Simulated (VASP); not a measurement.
# B3As4 (P3m1) in VASP: density of states with PBE

Aim: the density of states of B3As4 with PBE.

Everything below comes from runs of VASP 6.6.1. Logs are shortened: lines on timing, memory, paths and dates and some standing lists are left out, and cuts for length are marked.

**1. The cell of the first run**

It takes space group P3m1 (No. 156, trigonal). The conventional cell has a = 5.227 Å, b = 5.227 Å, c = 5.551 Å, α = 90.00°, β = 90.00°, γ = 120.00°. Within 2.4 Å of B (site symmetry m) lie 2 B at 1.83 Å and 3 As at 2.18 Å. Within 2.9 Å of As (site symmetry m) lie 2 B at 2.18 Å and 4 As at 2.61 to 2.62 Å. As (site symmetry 3m) has 3 B at 2.18 Å within 2.9 Å.

**2. Density of states, PBE**

Contents of POSCAR:

```
B3As4
1.0
    5.2272413729      0.0000000000      0.0000000000
   -2.6136206864      4.5269238207      0.0000000000
    0.0000000000      0.0000000000      5.5511004816
B As
3 4
Direct
    0.2165871717      0.7834128283      0.7451087601
    0.2165871717      0.4331743433      0.7451087601
    0.5668256567      0.7834128283      0.7451087601
    0.4998649863      0.5001350137      0.4361470199
    0.4998649863     -0.0002700274      0.4361470199
    1.0002700274      0.5001350137      0.4361470199
    0.0000000000      0.0000000000      0.9177766901
```

Contents of INCAR.step1:

```
PREC = Accurate ; ENCUT = 520
EDIFF = 1E-7 ; ISMEAR = 0
SIGMA = 0.1 ; LREAL = False
LASPH = True ; NELM = 60
ALGO = Normal ; ISIF = 2
LWAVE = False ; LCHARG = True
GGA = PE ; NBANDS = 24
```

Contents of KPOINTS.step1:

```
Automatic mesh
0
Gamma
  6 6 6
```

Contents of INCAR.step2:

```
PREC = Accurate ; ENCUT = 520
EDIFF = 1E-7 ; ISMEAR = -5
SIGMA = 0.1 ; LREAL = False
LASPH = True ; NELM = 60
ALGO = Normal ; ISIF = 2
LWAVE = False ; LCHARG = False
GGA = PE ; LORBIT = 10
NBANDS = 24 ; NEDOS = 2001
ICHARG = 11
```

Contents of KPOINTS.step2:

```
Automatic mesh
0
Gamma
  9 9 9
```

Potentials or basis: VASP PAW PBE potentials, release 64 (B, As).

The run is started by

```
$ cat potpaw_PBE.64/B/POTCAR potpaw_PBE.64/As/POTCAR > POTCAR
$ cp INCAR.step1 INCAR
$ cp KPOINTS.step1 KPOINTS
$ mpirun -np 1 vasp_std > vasp.out
$ cp INCAR.step2 INCAR
$ cp KPOINTS.step2 KPOINTS
$ mpirun -np 1 vasp_std > vasp.out
```

OUTCAR:

```text
PREC = Accurate
   ENCUT = 520
   EDIFF = 1E-7
   ISMEAR = -5
   LREAL = False
   LASPH = True
   NELM = 60
   ISIF = 2
   GGA = PE
   LORBIT = 10
   ICHARG = 11

 ion  position               nearest neighbor table
   1  0.217  0.783  0.745-   3 1.83   2 1.83   5 2.18   6 2.18   7 2.18
   2  0.217  0.433  0.745-   1 1.83   3 1.83   4 2.18   6 2.18   7 2.18
   3  0.567  0.783  0.745-   1 1.83   2 1.83   4 2.18   5 2.18   7 2.18
   4  0.500  0.500  0.436-   2 2.18   3 2.18   6 2.61   5 2.61   6 2.62   5 2.62
   5  0.500  1.000  0.436-   1 2.18   3 2.18   4 2.61   6 2.61   4 2.62   6 2.62
   6  0.000  0.500  0.436-   1 2.18   2 2.18   4 2.61   5 2.61   4 2.62   5 2.62
   7  0.000  0.000  0.918-   3 2.18   2 2.18   1 2.18

  LATTYP: Found a hexagonal cell.
 ALAT       =     5.2272413729
 C/A-ratio  =     1.0619560272

  Lattice vectors:

 A1 = (   5.2272413729,   0.0000000000,   0.0000000000)
 A2 = (  -2.6136206864,   4.5269238207,   0.0000000000)
 A3 = (   0.0000000000,   0.0000000000,   5.5511004816)

Analysis of symmetry for initial positions (statically):
=====================================================================
 Subroutine PRICEL returns:
 Original cell was already a primitive cell.

 Routine SETGRP: Setting up the symmetry group for a
 hexagonal supercell.

 Subroutine GETGRP returns: Found  6 space group operations
 (whereof  6 operations were pure point group operations)
 out of a pool of 24 trial point group operations.

The static configuration has the point symmetry C_3v.

Analysis of symmetry for dynamics (positions and initial velocities):
=====================================================================
 Subroutine PRICEL returns:
 Original cell was already a primitive cell.

 Routine SETGRP: Setting up the symmetry group for a
 hexagonal supercell.

 Subroutine GETGRP returns: Found  6 space group operations
 (whereof  6 operations were pure point group operations)
 out of a pool of 24 trial point group operations.

The dynamic configuration has the point symmetry C_3v.

 Subroutine INISYM returns: Found  6 space group operations
 (whereof  6 operations are pure point group operations),
 and found     1 'primitive' translations

----------------------------------------------------------------------------------------

                                     Primitive cell

  volume of cell :     131.3575

  direct lattice vectors                    reciprocal lattice vectors
[... 111 lines left out ...]
   NUPDOWN=      -1.0000    fix difference up-down
   EMIN   =  10.00;   EMAX   =-10.00  energy-range for DOS
   EFERMI =   0.00;   METHOD = LEGACY
   ISMEAR =    -5;   SIGMA  =   0.10  broadening in eV -4-tet -1-fermi 0-gaus
   EFERMI_NEDOS =   21; number of points for ismear=-14 and -15
   IALGO  =     38    algorithm
   IMIX   =      4    mixing-type and parameters
     AMIX     =   0.40;   BMIX     =  1.00
     AMIX_MAG =   1.60;   BMIX_MAG =  1.00
  volume/ion in A,a.u.               =      18.77       126.63
  Fermi-wavevector in a.u.,A,eV,Ry     =   0.989439  1.869769 13.319973  0.978990
  Thomas-Fermi vector in A             =   2.121038
   LORBIT       =     10    0 simple, 1 ext, 2 COOP (PROOUT), +10 PAW based schemes
   GGA     = PE    functional components
   LHFCALC =     F    Hartree Fock is set to
   AEXX    =    0.0000 exact exchange contribution
   IVDW    =     0    specifies the selected vdW correction
   LEPSILON=     F    determine dielectric tensor
   LRPA    =     F    only Hartree local field effects (RPA)
 non-spin polarized calculation
 Fermi weights with tetrahedron method with Bloechl corrections
  energy-cutoff  :      520.00
  volume of cell :      131.36
 maximum number of plane-waves:      3549
 NGX is ok and might be reduce to    40

 number of electron      29.0000003 magnetization

 Free energy of the ion-electron system (eV)
  ---------------------------------------------------
  ext. energy  EPLUGINS =         0.00000000
  ---------------------------------------------------
  free energy    TOTEN  =       -35.32198181 eV

  energy without entropy =      -35.32198181  energy(sigma->0) =      -35.32198181

 E-fermi :   3.8852     XC(G=0):  -9.1631

 val. band max:        3.8754111106   @ k =   0.2222   0.2222   0.0000
 cond. band min:       3.8025506018   @ k =   0.4444   0.0000   0.4444
 fundamental gap:     -0.0728605088
 Fermi energy:         3.8852219532

 k-point     1 :       0.0000    0.0000    0.0000
  band No.  band energies     occupation
      1     -11.8855      2.00000
      2      -7.4070      2.00000
      3      -6.2378      2.00000
      4      -6.2314      2.00000
      5      -6.2314      2.00000
      6      -2.7922      2.00000
[... 637 lines left out ...]
     23       9.0454      0.00000
     24       9.5667      0.00000

 [... further k-points ...]
[... 5 lines left out ...]
  --------------------------------------------------------------------------------------
  -------------------------------------------------------------------------------------
  Total        0.2532693      0.2532693     -0.0273149      0.0000000     -0.0000000      0.0000000
  in kB        3.0891456      3.0891456     -0.3331625      0.0000000     -0.0000000      0.0000000
  external PRESSURE =       1.9483763 kB  Pullay stress =       0.0000000 kB

 VOLUME and BASIS-vectors are now :
 -----------------------------------------------------------------------------
  energy-cutoff  :      520.00
  volume of cell :      131.36
      direct lattice vectors                 reciprocal lattice vectors
     5.227241373  0.000000000  0.000000000     0.191305495  0.110450279  0.000000000
    -2.613620686  4.526923821  0.000000000     0.000000000  0.220900558  0.000000000
     0.000000000  0.000000000  5.551100482     0.000000000  0.000000000  0.180144460

 POSITION                                       TOTAL-FORCE (eV/Angst)
 -----------------------------------------------------------------------------------
     -0.91539      3.54645      4.13617         0.052566     -0.030349     -0.004037
      0.00000      1.96095      4.13617         0.000000      0.060698     -0.004037
      0.91539      3.54645      4.13617        -0.052566     -0.030349     -0.004037
      1.30575      2.26407      2.42110        -0.006370      0.003678      0.004337
      0.00000      4.52570      2.42110        -0.000000     -0.007355      0.004337
     -1.30575      2.26407      2.42110         0.006370      0.003678      0.004337
      0.00000      0.00000      5.09467        -0.000000      0.000000     -0.000900
 -----------------------------------------------------------------------------------
    total drift:                               -0.000000      0.000000      0.002826

  FREE ENERGIE OF THE ION-ELECTRON SYSTEM (eV)
  ---------------------------------------------------
  free  energy   TOTEN  =       -35.3219818136 eV

  energy  without entropy=      -35.3219818136  energy(sigma->0) =      -35.32198181

 total charge

# of ion       s       p       d       tot
------------------------------------------
    1        0.671   1.084   0.000   1.754
    2        0.671   1.084   0.000   1.754
    3        0.671   1.084   0.000   1.754
    4        1.303   1.391   0.080   2.774
    5        1.303   1.391   0.080   2.774
    6        1.303   1.391   0.080   2.774
    7        1.224   1.460   0.043   2.727
--------------------------------------------------
tot          7.147   8.884   0.283  16.313
```

Run time: 6.2 min. Hardware: 1 thread of Intel Xeon 6975P-C, shared host; peak memory 0.38 GiB.

What came out:

```
Valence electrons inside the program's atomic spheres : B 1.75; As 2.77, 2.73
```

Caveat: this functional lacks dispersion, which binds the layers, so the pressure and a relaxed spacing across them are unreliable; tetrahedron occupations give inexact forces and stress in metals.
